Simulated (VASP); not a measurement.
A run of VASP 6.6.1 is set up as follows.

INCAR

```
SYSTEM = MgO
ALGO = Normal
EDIFF = 1E-6
ENCUT = 520
GGA = PS
ISIF = 2
ISMEAR = 0
LASPH = .TRUE.
LCHARG = .FALSE.
LREAL = .FALSE.
LWAVE = .FALSE.
NBANDS = 16
NELM = 80
PREC = Accurate
SIGMA = 0.05
```

The input KPOINTS:

```
k-points
0
G
  9 9 6
  0 0 0
```

File POSCAR:

```
MgO
1.0
    3.5354804147      0.0000000000      0.0000000000
   -1.7677402074      3.0618158537      0.0000000000
    0.0000000000      0.0000000000      4.0969764116
Mg O
2 2
Direct
    0.6666666667      0.3333333333      0.7500000000
    0.3333333333      0.6666666667      0.2500000000
    0.6666666667      0.3333333333      0.2500000000
    0.3333333333      0.6666666667      0.7500000000
```

Potentials or basis: VASP PAW PBE potentials, release 64 (Mg, O).

The run is started by

```bash
$ cat potpaw_PBE.64/Mg/POTCAR potpaw_PBE.64/O/POTCAR > POTCAR
$ mpirun -np 1 vasp_std > vasp.out
```

Task: Estimate the pressure.

Result: 0.2 GPa.

Task: Predict the band gap on the k mesh.

Result: 3.31 eV, direct.

Stress tensor (GPa, compression positive):
```
-2.00  0.00  0.00
 0.00 -2.00  0.00
 0.00  0.00  4.56
```

Caveat: the cell differs from its parent crystal (mode 5 frozen in at +0.000 Å, strain +e along z and -e/2 along x and y -0.0233); the PAW data sets were made with another functional, which shifts forces and pressure a little.
